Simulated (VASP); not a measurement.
Cu:

```
Cu
1.0
     0.00000    1.80500    1.80500
     1.80500    0.00000    1.80500
     1.80500    1.80500    0.00000
Cu
1
Direct
  0.00000 0.00000 0.00000
```

| Property | Result |
| --- | --- |
| Program | VASP 6.6.1 |
| Task | relaxation of cell and atoms |
| Functional | PBE |
| Potentials or basis | VASP PAW PBE potentials, release 64 (Cu) |
| Cutoff | 600 eV |
| k mesh | 26 × 26 × 26 |
| Occupations | methfessel-paxton, width 0.1 eV |
| Spin | no spin polarisation |

At the start: pressure 3.0 GPa; volume 11.76 Å³/atom.

Problem. How do energy, volume and symmetry change on relaxing?

Solution. Over 3 steps the energy falls by 2.2 meV/atom and the volume is 12.01 Å³/atom (+2.1 %); space group Fm-3m (No. 225, to 0.1 Å) before and after.

Step by step:
| step | energy change (eV) | largest force (eV/Å) | pressure (GPa) | volume (Å³) |
| --- | --- | --- | --- | --- |
| 1 | 0.0000 | 0.0000 | 3.00 | 11.76 |
| 2 | -0.0016 | 0.0000 | -1.47 | 12.14 |
| 3 | -0.0022 | 0.0000 | 0.01 | 12.01 |

Final structure:
```cif
data_structure
_symmetry_space_group_name_H-M 'P 1'
_symmetry_Int_Tables_number 1
_cell_length_a 2.5703
_cell_length_b 2.5703
_cell_length_c 2.5703
_cell_angle_alpha 60.000
_cell_angle_beta 60.000
_cell_angle_gamma 60.000
_cell_volume 12.01
loop_
_atom_site_label
_atom_site_type_symbol
_atom_site_fract_x
_atom_site_fract_y
_atom_site_fract_z
_atom_site_occupancy
Cu1 Cu 0.00000 0.00000 0.00000 1
```
